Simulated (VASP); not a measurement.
# Ga (Pm-3m) in VASP: settings compared

Aim: see how the results for Ga move with the level of theory and the settings. Levels: PBEsol-based screened hybrid with 25 % exact exchange, r2SCAN0, HF. Tasks: single point.

Everything below comes from runs of VASP 6.6.1. Logs are shortened: lines on timing, memory, paths and dates and some standing lists are left out, and cuts for length are marked.

## Step 1: The cell of the first run

Symmetry: Pm-3m, No. 221, cubic system. Conventional cell: a = 2.655 Å, b = 2.655 Å, c = 2.655 Å, α = 90.00°, β = 90.00°, γ = 90.00°. Within 3.5 Å of Ga (site symmetry m-3m) lie 6 Ga at 2.66 Å.

This isn't the form of Ga at room conditions, which is orthorhombic.

## Step 2: Single point, PBEsol-based screened hybrid with 25 % exact exchange

File POSCAR:

```
Ga
1.0
    2.6552438964      0.0000000000      0.0000000000
    0.0000000000      2.6552438964      0.0000000000
    0.0000000000      0.0000000000      2.6552438964
Ga
1
Direct
    0.0000000000      0.0000000000      0.0000000000
```

File INCAR.step1:

```
PREC     = Accurate       # precision mode
ENCUT    = 520            # plane-wave cutoff, eV
EDIFF    = 1E-5           # SCF threshold, eV
ISMEAR   = -1             # smearing method
SIGMA    = 0.05           # smearing width, eV
LREAL    = F              # projectors in reciprocal space
LASPH    = T              # aspherical terms in the spheres
NELM     = 60             # most SCF steps
ALGO     = Normal         # electronic algorithm
ISIF     = 2              # what is computed and relaxed
LWAVE    = T              # write WAVECAR
LCHARG   = F              # write CHGCAR
GGA      = PE             # functional
NBANDS   = 12             # bands
```

File INCAR.step2:

```
PREC     = Accurate       # precision mode
ENCUT    = 520            # plane-wave cutoff, eV
EDIFF    = 1E-6           # SCF threshold, eV
ISMEAR   = -1             # smearing method
SIGMA    = 0.05           # smearing width, eV
LREAL    = F              # projectors in reciprocal space
LASPH    = T              # aspherical terms in the spheres
NELM     = 60             # most SCF steps
ALGO     = Normal         # electronic algorithm
ISIF     = 2              # what is computed and relaxed
LWAVE    = F              # write WAVECAR
LCHARG   = F              # write CHGCAR
GGA      = PS             # functional
LHFCALC  = T              # exact exchange
AEXX     = 0.25           # exact-exchange fraction
HFSCREEN = 0.207          # screening, 1/A
PRECFOCK = Normal       
ISTART   = 1            
NBANDS   = 12             # bands
```

File KPOINTS:

```
Automatic mesh
0
Gamma
  5 5 5
```

Potentials or basis: VASP PAW PBE potentials, release 64 (Ga_d).

Command:

```sh
cat potpaw_PBE.64/Ga_d/POTCAR > POTCAR
cp INCAR.step1 INCAR
mpirun -np 1 vasp_std > vasp.out
cp INCAR.step2 INCAR
mpirun -np 1 vasp_std > vasp.out
```

OUTCAR:

```text
PREC = Accurate
   ENCUT = 520
   EDIFF = 1E-6
   ISMEAR = -1
   LREAL = F
   LASPH = T
   NELM = 60
   ISIF = 2
   GGA = PS
   LHFCALC = T
   AEXX = 0.25
   HFSCREEN = 0.207
   PRECFOCK = Normal
   ISTART = 1

 ion  position               nearest neighbor table
   1  0.000  0.000  0.000-

  LATTYP: Found a simple cubic cell.
 ALAT       =     2.6552438964

  Lattice vectors:

 A1 = (   2.6552438964,   0.0000000000,   0.0000000000)
 A2 = (   0.0000000000,   2.6552438964,   0.0000000000)
 A3 = (   0.0000000000,   0.0000000000,   2.6552438964)

Analysis of symmetry for initial positions (statically):
=====================================================================
 Subroutine PRICEL returns:
 Original cell was already a primitive cell.

 Routine SETGRP: Setting up the symmetry group for a
 simple cubic supercell.

 Subroutine GETGRP returns: Found 48 space group operations
 (whereof 48 operations were pure point group operations)
 out of a pool of 48 trial point group operations.

The static configuration has the point symmetry O_h .

Analysis of symmetry for dynamics (positions and initial velocities):
=====================================================================
 Subroutine PRICEL returns:
 Original cell was already a primitive cell.

 Routine SETGRP: Setting up the symmetry group for a
 simple cubic supercell.

 Subroutine GETGRP returns: Found 48 space group operations
 (whereof 48 operations were pure point group operations)
 out of a pool of 48 trial point group operations.

The dynamic configuration has the point symmetry O_h .

 Subroutine INISYM returns: Found 48 space group operations
 (whereof 48 operations are pure point group operations),
 and found     1 'primitive' translations

----------------------------------------------------------------------------------------

                                     Primitive cell

  volume of cell :      18.7203

  direct lattice vectors                    reciprocal lattice vectors
     2.655243896  0.000000000  0.000000000     0.376613237  0.000000000  0.000000000
     0.000000000  2.655243896  0.000000000     0.000000000  0.376613237  0.000000000
     0.000000000  0.000000000  2.655243896     0.000000000  0.000000000  0.376613237

  length of vectors
     2.655243896  2.655243896  2.655243896     0.376613237  0.376613237  0.376613237

  position of ions in fractional coordinates (direct lattice)
     0.000000000  0.000000000  0.000000000

  ion indices of the primitive-cell ions
   primitive index   ion index
                 1           1

----------------------------------------------------------------------------------------

 KPOINTS: Automatic mesh

Automatic generation of k-mesh.
 Grid dimensions read from file:
 generate k-points for:    5    5    5

 Generating k-lattice:

  Cartesian coordinates                     Fractional coordinates (reciprocal lattice)
     0.075322647  0.000000000  0.000000000     0.200000000  0.000000000  0.000000000
     0.000000000  0.075322647  0.000000000     0.000000000  0.200000000  0.000000000
     0.000000000  0.000000000  0.075322647     0.000000000  0.000000000  0.200000000

  Length of vectors
     0.075322647  0.075322647  0.075322647

  Shift w.r.t. Gamma in fractional coordinates (k-lattice)
     0.000000000  0.000000000  0.000000000

 Subroutine IBZKPT returns following result:
 ===========================================

 Found     10 irreducible k-points:

 Following reciprocal coordinates:
            Coordinates               Weight
  0.000000  0.000000  0.000000      1.000000
  0.200000  0.000000  0.000000      6.000000
  0.400000  0.000000  0.000000      6.000000
  0.200000  0.200000  0.000000     12.000000
  0.400000  0.200000  0.000000     24.000000
  0.400000  0.400000  0.000000     12.000000
  0.200000  0.200000  0.200000      8.000000
  0.400000  0.200000  0.200000     24.000000
  0.400000  0.400000  0.200000     24.000000
  0.400000  0.400000  0.400000      8.000000
   k-points           NKPTS =     10   k-points in BZ     NKDIM =    125   number of bands    NBANDS=     12
   number of dos      NEDOS =    301   number of ions     NIONS =      1
   total plane-waves  NPLWV =   8000
   dimension x,y,z NGX =    20 NGY =   20 NGZ =   20
   dimension x,y,z NGXF=    40 NGYF=   40 NGZF=   40
   ions per type =               1
   NGX,Y,Z   is equivalent  to a cutoff of  12.52, 12.52, 12.52 a.u.
   NGXF,Y,Z  is equivalent  to a cutoff of  25.04, 25.04, 25.04 a.u.
 SYSTEM =  unknown system
   PREC   = accura    normal or accurate (medium, high low for compatibility)
   ISTART =      1    job   : 0-new  1-cont  2-samecut
   ICHARG =      0    charge: 1-file 2-atom 10-const
   ISPIN  =      1    spin polarized calculation?
   LNONCOLLINEAR =      F non collinear calculations
   LSORBIT =      F    spin-orbit coupling
   LASPH  =      T    aspherical Exc in radial PAW
   ENCUT  =  520.0 eV  38.22 Ry    6.18 a.u.   4.94  4.94  4.94*2*pi/ulx,y,z
   NELM   =     60;   NELMIN=  2; NELMDL=  0     # of ELM steps
   EDIFF  = 0.1E-05   stopping-criterion for ELM
   LREAL  =      F    real-space projection
   EDIFFG = 0.1E-04   stopping-criterion for IOM
   NSW    =      0    number of steps for IOM
   IBRION =     -1    ionic relax: 0-MD 1-quasi-New 2-CG
   NFREE  =      0    steps in history (QN), initial steepest desc. (CG)
   ISIF   =      2    stress and relaxation
   ISYM   =      3    0-nonsym 1-usesym 2-fastsym
   POTIM  = 0.5000    time-step for ionic-motion
   TEBEG  =    0.0;   TEEND  =   0.0 temperature during run
   PSTRESS=    0.0 pullay stress
   NELECT =      13.0000    total number of electrons
   NUPDOWN=      -1.0000    fix difference up-down
   EMIN   =  10.00;   EMAX   =-10.00  energy-range for DOS
   EFERMI =   0.00;   METHOD = LEGACY
   ISMEAR =    -1;   SIGMA  =   0.05  broadening in eV -4-tet -1-fermi 0-gaus
   EFERMI_NEDOS =   21; number of points for ismear=-14 and -15
   IALGO  =     38    algorithm
   IMIX   =      1    mixing-type and parameters
     AMIX     =   0.40;   BMIX     =  1.00
     AMIX_MAG =   1.60;   BMIX_MAG =  1.00
  volume/ion in A,a.u.               =      18.72       126.33
  Fermi-wavevector in a.u.,A,eV,Ry     =   1.449722  2.739578 28.595299  2.101695
  Thomas-Fermi vector in A             =   2.567416
   LORBIT       =      0    0 simple, 1 ext, 2 COOP (PROOUT), +10 PAW based schemes
   GGA     = PS    functional components
   LHFCALC =     T    Hartree Fock is set to
   PRECFOCK=normal    Normal, Fast or Accurate (Low or Medium for compatibility)
   ENCUT4O =  -1.0   cutoff for four orbital integrals eV
   NKREDX  =     1    reduce k-point grid by
   NKREDY  =     1    reduce k-point grid by
   NKREDZ  =     1    reduce k-point grid by
   AEXX    =    0.2500 exact exchange contribution
   HFSCREEN=    0.2070 screening length (either q_TF or 0.3 A-1)
   HFSCREENC=   0.2070 screening length for correlation (either q_TF or 0.3 A-1)
   ENCUTFOCK=  -1.0 apply spherical cutoff to Coloumb kernel
   IVDW    =     0    specifies the selected vdW correction
   LEPSILON=     F    determine dielectric tensor
   LRPA    =     F    only Hartree local field effects (RPA)
 non-spin polarized calculation
  energy-cutoff  :      520.00
  volume of cell :       18.72
 maximum number of plane-waves:       511
 NGX is ok and might be reduce to    20
  NGX = 16; NGY = 16; NGZ = 16

 number of electron      12.9999992 magnetization

 Free energy of the ion-electron system (eV)
  ---------------------------------------------------
  ext. energy  EPLUGINS =         0.00000000
  ---------------------------------------------------
  free energy    TOTEN  =        -3.53277003 eV

  energy without entropy =       -3.52697511  energy(sigma->0) =       -3.52987257

 E-fermi :   4.9513     XC(G=0):  -9.1310

 val. band max:        4.9069538857   @ k =   0.4000   0.4000   0.0000
 cond. band min:       5.8981410979   @ k =   0.4000   0.4000   0.2000
 fundamental gap:      0.9911872122
 Fermi energy:         4.9513190481

 k-point     1 :       0.0000    0.0000    0.0000
  band No.  band energies     occupation
      1     -12.8567      2.00000
      2     -12.8567      2.00000
      3     -12.2552      2.00000
      4     -12.2552      2.00000
      5     -12.2552      2.00000
      6      -7.2880      2.00000
      7      15.5181      0.00000
      8      15.5181      0.00000
      9      15.5181      0.00000
     10      18.2903      0.00000
     11      18.2903      0.00000
     12      21.2775      0.00000

 k-point     2 :       0.2000    0.0000    0.0000
  band No.  band energies     occupation
      1     -12.8405      2.00000
      2     -12.7182      2.00000
      3     -12.3132      2.00000
      4     -12.3132      2.00000
      5     -12.2504      2.00000
      6      -6.3249      2.00000
      7       8.8174      0.00000
      8      16.4488      0.00000
      9      16.4488      0.00000
     10      19.0442      0.00000
     11      20.8591      0.00000
     12      27.1385      0.00000

 k-point     3 :       0.4000    0.0000    0.0000
  band No.  band energies     occupation
      1     -12.8142      2.00000
      2     -12.5089      2.00000
      3     -12.4061      2.00000
      4     -12.4061      2.00000
      5     -12.2425      2.00000
      6      -3.4313      2.00000
      7       2.0538      2.00000
      8      18.7913      0.00000
      9      18.7913      0.00000
     10      21.2835      0.00000
     11      22.6300      0.00000
     12      25.4638      0.00000
[... 76 lines left out ...]
 k-point     9 :       0.4000    0.4000    0.2000
  band No.  band energies     occupation
      1     -12.6422      2.00000
      2     -12.4804      2.00000
      3     -12.4711      2.00000
      4     -12.4591      2.00000
      5     -12.1719      2.00000
      6       1.3235      2.00000
      7       5.8981      0.00000
      8       7.3925      0.00000
      9      12.8288      0.00000
     10      16.2696      0.00000
     11      21.1001      0.00000
     12      21.2574      0.00000

 k-point    10 :       0.4000    0.4000    0.4000
  band No.  band energies     occupation
      1     -12.6194      2.00000
      2     -12.6069      2.00000
      3     -12.6069      2.00000
      4     -12.1620      2.00000
      5     -12.1620      2.00000
      6       4.0753      2.00000
      7       8.2716      0.00000
      8       8.2716      0.00000
      9      11.4963      0.00000
     10      15.2291      0.00000
     11      15.6174      0.00000
     12      15.6174      0.00000

------------------------ aborting loop because EDIFF is reached ----------------------------------------

  FORCE on cell =-STRESS in cart. coord.  units (eV):
  Direction    XX          YY          ZZ          XY          YZ          ZX
  --------------------------------------------------------------------------------------
  -------------------------------------------------------------------------------------
  Total        0.0227843      0.0227843      0.0227843     -0.0000000      0.0000000     -0.0000000
  in kB        1.9499926      1.9499926      1.9499926     -0.0000000      0.0000000     -0.0000000
  external PRESSURE =       1.9499926 kB  Pullay stress =       0.0000000 kB

 VOLUME and BASIS-vectors are now :
 -----------------------------------------------------------------------------
  energy-cutoff  :      520.00
  volume of cell :       18.72
      direct lattice vectors                 reciprocal lattice vectors
     2.655243896  0.000000000  0.000000000     0.376613237  0.000000000  0.000000000
     0.000000000  2.655243896  0.000000000     0.000000000  0.376613237  0.000000000
     0.000000000  0.000000000  2.655243896     0.000000000  0.000000000  0.376613237

 POSITION                                       TOTAL-FORCE (eV/Angst)
 -----------------------------------------------------------------------------------
      0.00000      0.00000      0.00000         0.000000      0.000000      0.000000
 -----------------------------------------------------------------------------------
    total drift:                                0.000000      0.000000     -0.000000

  FREE ENERGIE OF THE ION-ELECTRON SYSTEM (eV)
  ---------------------------------------------------
  free  energy   TOTEN  =        -3.5327700325 eV

  energy  without entropy=       -3.5269751085  energy(sigma->0) =       -3.52987257
```

Wall time 1.7 min (1 thread of Intel Xeon Platinum 8488C (Sapphire Rapids), shared host); peak memory 0.22 GiB.

Results:

```yaml
Free_energy: -3.5328 eV
Pressure: 0.2 GPa
Band_gap_on_the_k_mesh: zero (an odd number of electrons rules out a gap without spin polarisation)
```

Caveat: the k points lie up to 0.47 Å⁻¹ apart, too coarse for converged energies and pressures of a metal; the PAW data sets were made with another functional, which shifts forces and pressure a little.

## Step 3: Single point, r2SCAN0

This run uses another cell than the first one, of 20.05 Å³/atom.

File POSCAR:

```
Ga
1.0
    2.7164800000      0.0000000000      0.0000000000
    0.0000000000      2.7164800000      0.0000000000
    0.0000000000      0.0000000000      2.7164800000
Ga
1
Direct
    0.0000000000      0.0000000000      0.0000000000
```

File INCAR.step1:

```
SYSTEM = Ga
ALGO = Normal
EDIFF = 1E-5
ENCUT = 520
GGA = PE
ISIF = 2
ISMEAR = -1
LASPH = .TRUE.
LREAL = .FALSE.
LWAVE = .TRUE.
NBANDS = 12
NELM = 80
PREC = Accurate
SIGMA = 0.05
```

File INCAR.step2:

```
SYSTEM = Ga
AEXX = 0.25
ALGO = Normal
EDIFF = 1E-6
ENCUT = 520
ISIF = 2
ISMEAR = -1
ISTART = 1
LASPH = .TRUE.
LCHARG = .TRUE.
LELF = .TRUE.
LHFCALC = .TRUE.
LMIXTAU = .TRUE.
LREAL = .FALSE.
LVHAR = .TRUE.
LWAVE = .FALSE.
METAGGA = R2SCAN
NBANDS = 12
NELM = 80
PREC = Accurate
PRECFOCK = Normal
SIGMA = 0.05
```

File KPOINTS:

```
k-points
0
G
  5 5 5
  0 0 0
```

Potentials or basis: VASP PAW PBE potentials, release 64 (Ga_d).

Command:

```sh
cat potpaw_PBE.64/Ga_d/POTCAR > POTCAR
cp INCAR.step1 INCAR
mpirun -np 1 vasp_std > vasp.out
cp INCAR.step2 INCAR
mpirun -np 1 vasp_std > vasp.out
```

Run time: 1.9 min. Hardware: 1 thread of Intel Xeon Platinum 8488C (Sapphire Rapids), shared host; peak memory 0.13 GiB.

Results (log left out):

* Free energy: -10.0683 eV
* Pressure: -3.1 GPa
* Band gap on the k mesh: zero (an odd number of electrons rules out a gap without spin polarisation)

Levels at points of the mesh, in eV from the Fermi level:
```csv
k point,band 2,band 3,band 4,band 5,band 6,band 7,band 8,band 9,band 10,band 11
"(0.00, 0.00, 0.00)",-18.44,-17.92,-17.92,-17.92,-12.41,10.95,10.95,10.95,13.71,13.71
```

Caveat: the k points lie up to 0.46 Å⁻¹ apart, too coarse for converged energies and pressures of a metal; the PAW data sets were made with another functional, which shifts forces and pressure a little.

## Step 4: Single point, HF

This run uses another cell than the first one, of 20.05 Å³/atom.

POSCAR is that of step 3.

File INCAR.step1:

```
PREC = Accurate ; ENCUT = 520
EDIFF = 1E-5 ; ISMEAR = -1
SIGMA = 0.05 ; LREAL = F
LASPH = T ; NELM = 80
ALGO = Normal ; ISIF = 2
LWAVE = T ; LCHARG = F
GGA = PE ; NBANDS = 12
```

File INCAR.step2:

```
PREC = Accurate ; ENCUT = 520
EDIFF = 1E-6 ; ISMEAR = -1
SIGMA = 0.05 ; LREAL = F
LASPH = T ; NELM = 80
ALGO = Normal ; ISIF = 2
LWAVE = F ; LCHARG = F
GGA = PE ; LHFCALC = T
AEXX = 1.0 ; ALDAC = 0.0
AGGAC = 0.0 ; PRECFOCK = Normal
ISTART = 1 ; NBANDS = 12
```

File KPOINTS:

```
regular mesh
0
Gamma
  5 5 5
```

Command:

```sh
cat potpaw_PBE.64/Ga_d/POTCAR > POTCAR
cp INCAR.step1 INCAR
mpirun -np 1 vasp_std > vasp.out
cp INCAR.step2 INCAR
mpirun -np 1 vasp_std > vasp.out
```

It took 1.8 min on 1 thread of Intel Xeon Platinum 8488C (Sapphire Rapids), shared host; peak memory 0.13 GiB.

It converged, with:

```
Free energy            : -4.4471 eV
Pressure               : 4.6 GPa
Band gap on the k mesh : zero (an odd number of electrons rules out a gap without spin polarisation)
```

Levels at points of the mesh, in eV from the Fermi level:
```tsv
k point	band 2	band 3	band 4	band 5	band 6	band 7	band 8	band 9	band 10	band 11
(0.00, 0.00, 0.00)	-27.70	-27.21	-27.21	-27.21	-17.04	14.84	14.84	14.84	17.24	17.24
```

Caveat: the k points lie up to 0.46 Å⁻¹ apart, too coarse for converged energies and pressures of a metal; the PAW data sets were made with another functional, which shifts forces and pressure a little.

## Step 5: The runs side by side

```csv
level,cell,share of exact exchange,screening parameter,gap on the mesh (eV),pressure (GPa)
PBEsol-based screened hybrid with 25 % exact exchange,"a = 2.655 Å, 1 atom",0.25,0.207 1/Å,none,0.2
r2SCAN0,"a = 2.716 Å, 1 atom",0.25,-,none,-3.1
HF,"a = 2.716 Å, 1 atom",1,-,none,4.6
```

Alike in all rows: task single point; potentials or basis VASP PAW PBE potentials, release 64 (Ga_d); no spin polarisation; k mesh 5 × 5 × 5; cutoff (eV) 520; smearing fermi-dirac 0.05 eV.

Caveats: all runs use coarse meshes; the PAW data sets were made with another functional, which shifts forces and pressure a little.

Total energies depend on the potentials used, so only differences within one code and one set of settings carry meaning.

The gap in the log of VASP goes by the Fermi energy; the results here count the filled bands.